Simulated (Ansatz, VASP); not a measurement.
## One calculation of Hf, two programs

```
Hf
1.0
     0.00000    2.22000    2.25330
     2.22000    0.00000    2.25330
     2.22000    2.22000    0.00000
Hf
1
Direct
  0.00000 0.00000 0.00000
```

Change from the starting cell: strain +0.0150 x Voigt [0, 0, 1, 0, 0, 0], atoms carried along.

Alike in both runs: task single point; functional PBEsol; k mesh 18 × 18 × 18; occupations gaussian, width 0.15 eV; no spin polarisation.

|  | VASP | Ansatz |
| --- | --- | --- |
| version | VASP 6.6.1 | Ansatz 0.2.0 |
| potentials or method | VASP PAW PBE potentials, release 64 (Hf_pv), cutoff 520 eV | scalar-relativistic, plane waves, PAW |
| valence electrons in the cell | 10 | 26 |

Ansatz gave:

| Item | Value |
| --- | --- |
| gap on the k mesh at the Fermi level (eV) | none |
| pressure (GPa) | -3.0 |
| traceless stress, the component that is largest in VASP (GPa) | -0.57 |

Q: What did VASP give for the same quantities?

A: gap on the k mesh at the Fermi level (eV): none; pressure (GPa): -3.4; traceless stress, the component that is largest in VASP (GPa): -0.57.

VASP's potentials were made for PBE, not for PBEsol. A gap of «none» marks a metal or a gap that the smearing closes. VASP's potentials hold 10 valence electrons a cell and Ansatz's 26, so a difference there can come from the potentials and not from the codes.

Spin-orbit coupling is off throughout.
